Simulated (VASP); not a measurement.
Wanted: the native input for a VASP 6.6.1 run.

```
Task                   : single point
Functional             : PBE
Potentials or basis    : VASP PAW PBE potentials, release 64 (Ag)
Cutoff                 : 520 eV
k mesh                 : 14 × 14 × 5
Occupations            : fermi-dirac, width 0.05 eV
Spin                   : no spin polarisation
Dipole correction      : no
Further INCAR settings : ALGO = Normal; EDIFF = 1e-06; NBANDS = 24
```

The structure of Ag lies in POSCAR:

```
Ag
1.0
    0.0000000000      2.0734371548     -2.0734371548
   -2.0734371548      0.0000000000      2.0734371548
    4.1468743096      4.1468743096      4.1468743096
Ag
3
Direct
    0.0000000000      0.0000000000      0.0000000000
    0.3333333330      0.6666666670      0.3333333330
    0.6666666670      0.3333333330      0.6666666670
```

The input as run:

INCAR

```
SYSTEM = Ag
PREC = Accurate
ENCUT = 520
EDIFF = 1E-6
ISMEAR = -1
SIGMA = 0.05
LREAL = .False.
LASPH = .True.
NELM = 60
ALGO = Normal
ISIF = 2
LWAVE = .False.
LCHARG = .False.
GGA = PE
NBANDS = 24
```

KPOINTS

```
regular mesh
0
Gamma
  14 14 5
  0 0 0
```

Potentials or basis: VASP PAW PBE potentials, release 64 (Ag).

Command:

```sh
$ cat potpaw_PBE.64/Ag/POTCAR > POTCAR
$ mpirun -np 1 vasp_std > vasp.out
```

It gave:

```json
{
 "Pressure": "0.0 GPa"
}
```

Wall time 32 s on 1 thread of Intel(R) Xeon(R) 6975P-C (Granite Rapids), on a shared host, peak memory 0.25 GiB.
